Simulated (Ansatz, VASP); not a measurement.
## Lu2SiNF2: VASP beside Ansatz

```xyz
12
Lattice="3.3298 0.0000 0.0000 0.0000 3.3298 0.0000 0.0000 0.0000 15.3103" Properties=species:S:1:pos:R:3 pbc="T T T"
Lu    0.0000    1.6649   10.4621
Lu    1.6649    0.0000   14.0428
Lu    0.0000    1.6649    1.2674
Lu    1.6649    0.0000    4.8482
Si    0.0000    1.6649    6.6127
Si    1.6649    0.0000    8.6975
N     1.6649    0.0000    6.9516
N     0.0000    1.6649    8.3587
F     1.6649    0.0000   11.7966
F     0.0000    1.6649   13.1148
F     1.6649    0.0000    2.1955
F     0.0000    1.6649    3.5137
```

Change from the starting cell: species swapped into the LiNi2O2F type (P4/nmm, No. 129).

Alike in both runs: functional PBE; k mesh 6 × 6 × 2; occupations gaussian, width 0.1 eV; no spin polarisation.

Ansatz relaxed the structure, and its values are those at the end. VASP's run is a single point on that final structure, the one shown.

```csv
,VASP,Ansatz
version,VASP 6.6.1,Ansatz 0.2.0
potentials or method,"VASP PAW PBE potentials, release 64 (Lu, Si, N, F), cutoff 520 eV","scalar-relativistic, plane waves, PAW"
valence electrons in the cell,146,146
```

|  | VASP | Ansatz | Ansatz less VASP |
| --- | --- | --- | --- |
| gap on the k mesh at the Fermi level (eV) | none | none | - |
| pressure (GPa) | 0.2 | 0.0 | -0.23 |
| rms of the force components (eV/Å) | 0.039 | 0.006 | -0.0326 |

A gap of «none» marks a metal or a gap that the smearing closes.

Spin-orbit coupling is off throughout.
